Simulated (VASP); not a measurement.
## Al18Cu: single point with PBE

Al18Cu, a slab with vacuum:

```
Al Cu
1.0
    12.15000    0.00000    0.00000
     0.00000    5.72757    0.00000
     0.00000    0.00000   15.86378
Al Cu
18 1
Cartesian
  0.0000 0.0000 1.0000
  4.0500 0.0000 1.0000
  8.1000 0.0000 1.0000
  0.0000 2.8638 1.0000
  4.0500 2.8638 1.0000
  8.1000 2.8638 1.0000
  2.2329 1.4849 2.6408
  6.3269 1.6230 2.8291
  10.1666 1.5366 1.7704
  1.9076 4.0574 2.4695
  5.7998 4.3648 2.3275
  10.1129 4.2390 2.1466
  -0.0429 0.0080 3.5389
  4.2668 0.3479 4.1378
  7.2928 -0.4493 4.0937
  0.0614 2.4948 3.8280
  4.2367 2.9909 3.8866
  8.1417 2.8899 3.9089
  9.4517 0.7467 3.7447
```

| Quantity | Value |
| --- | --- |
| Program | VASP 6.6.1 |
| Task | single point |
| Functional | PBE |
| Potentials or basis | VASP PAW PBE potentials, release 64 (Al, Cu) |
| Cutoff | 520 eV |
| k mesh | 2 × 3 × 1 |
| Occupations | fermi-dirac, width 0.1 eV |
| Spin | no spin polarisation |

The largest force is 1.779 eV/Å. The band gap on the k mesh is zero (an odd number of electrons rules out a gap without spin polarisation).

Forces on the atoms (eV/Å):
```
Al   0.751 -0.162 -0.990
Al  -0.512  0.543  0.245
Al  -0.600 -0.146  0.376
Al   0.787  0.057 -0.390
Al  -0.026 -0.300 -0.020
Al  -0.995  0.363 -0.040
Al  -0.243 -0.965 -0.296
Al  -1.087 -0.543 -1.299
Al   0.315  0.029 -0.390
Al   0.497  0.976 -0.011
Al   0.787 -0.008 -0.808
Al   0.008  0.457  0.680
Al  -0.349 -0.976  0.914
Al   0.164 -0.837 -0.337
Al   0.656  0.505  0.793
Al  -0.695  1.068 -0.082
Al  -0.607  0.497  0.449
Al   1.177  0.080  0.206
Cu  -0.028 -0.639  0.999
```

Levels at points of the mesh, in eV from the Fermi level:
```
           k point  band 30  band 31  band 32  band 33  band 34  band 35  band 36  band 37
(0.00, 0.00, 0.00)    -1.08    -1.04    -0.67    -0.49    -0.43    -0.23     0.28     0.91
(0.50, 0.00, 0.00)    -0.89    -0.66    -0.28    -0.01     0.07     0.56     0.71     1.01
```

It took 6.9 min on 1 thread of Intel(R) Xeon(R) Platinum 8488C (Sapphire Rapids), on a shared host, peak memory 0.97 GiB.

Caveat: the k points lie up to 0.37 Å⁻¹ apart, too coarse for converged energies and pressures of a metal; the atoms stand as in a frame of molecular dynamics.
